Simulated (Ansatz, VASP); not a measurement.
# One calculation of Ga2Sb2CO, two programs

```xyz
6
Lattice="4.3344 0.0000 0.0000 -2.1672 3.7537 0.0000 0.0000 0.0000 23.3197" Properties=species:S:1:pos:R:3 pbc="T T T"
Sb    0.0000    0.0000    4.0000
Sb    0.0000    2.5025    7.6992
Ga    0.0000    2.5025    4.8848
Ga    2.1672    1.2512    8.4697
O     2.1672    3.7537   11.5697
C     2.1672    3.7537   12.7197
```

Alike in both runs: task single point; functional PBE; dispersion D3(BJ); k mesh 6 × 6 × 1; occupations gaussian, width 0.1 eV; no spin polarisation.

|  | VASP | Ansatz |
| --- | --- | --- |
| version | VASP 6.6.1 | Ansatz 0.2.0 |
| potentials or method | VASP PAW PBE potentials, release 64 (Sb_d_GW, Ga_d, O, C), cutoff 520 eV | scalar-relativistic, plane waves, PAW |
| valence electrons in the cell | 66 | 66 |

VASP gave:

- gap on the k mesh at the Fermi level (eV): 0.02
- least direct gap on the mesh (eV): 0.16
- rms of the force components (eV/Å): 0.225

Task: Which values does Ansatz return?

Result: gap on the k mesh at the Fermi level (eV): 0.03; least direct gap on the mesh (eV): 0.16; rms of the force components (eV/Å): 0.494.

One of these differences is far larger than is usual between the two programs; its cause wasn't traced.

Spin-orbit coupling is off throughout. Noted on VASP's run: the standard files for N, O and F lose accuracy on very short bonds.
